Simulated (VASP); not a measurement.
Input of a VASP 6.6.1 run:

INCAR

```
  PREC = Accurate
  ENCUT = 520
  EDIFF = 1E-6
  ISMEAR = 0
  SIGMA = 0.1
  LREAL = F
  LASPH = T
  NELM = 150
  ALGO = Normal
  ISIF = 2
  LWAVE = F
  LCHARG = T
  ISPIN = 2
  MAGMOM = 1.67 0 0 0 0 0
  LORBIT = 11
  LMAXMIX = 4
  GGA = PE
  LELF = T
  LVHAR = T
  NBANDS = 42
```

The input KPOINTS:

```
regular mesh
0
Gamma
  6 6 4
```

Contents of POSCAR:

```
NbIn2S3
1.0
    5.1826251665      0.0000000000      0.0000000000
   -2.5913125832      4.4882850525      0.0000000000
    0.0000000000      0.0000000000      6.1459754173
Nb In S
1 2 3
Direct
    0.0000000000      0.0000000000      0.9388264070
    0.6666666667      0.3333333333      0.5520568674
    0.3333333333      0.6666666667      0.5520568674
    0.0000000000      0.5000000000      0.0423515895
    0.5000000000      0.0000000000      0.0423515895
    0.5000000000      0.5000000000      0.0423515895
```

Potentials or basis: VASP PAW PBE potentials, release 64 (Nb_sv, In_d, S).

Command:

```bash
$ cat potpaw_PBE.64/Nb_sv/POTCAR potpaw_PBE.64/In_d/POTCAR potpaw_PBE.64/S/POTCAR > POTCAR
$ mpirun -np 1 vasp_std > vasp.out
```

**Question.** Estimate the largest force.

**Answer.** 0.035 eV/Å.

**Question.** Predict the site moments.

**Answer.** Nb +1.53; In +0.01; S -0.02 μB.

**Question.** Estimate the net moment.

**Answer.** 2.22 μB per cell.

Stress tensor (GPa, compression positive):
```
-0.03  0.00  0.00
 0.00 -0.03  0.00
 0.00  0.00  0.10
```
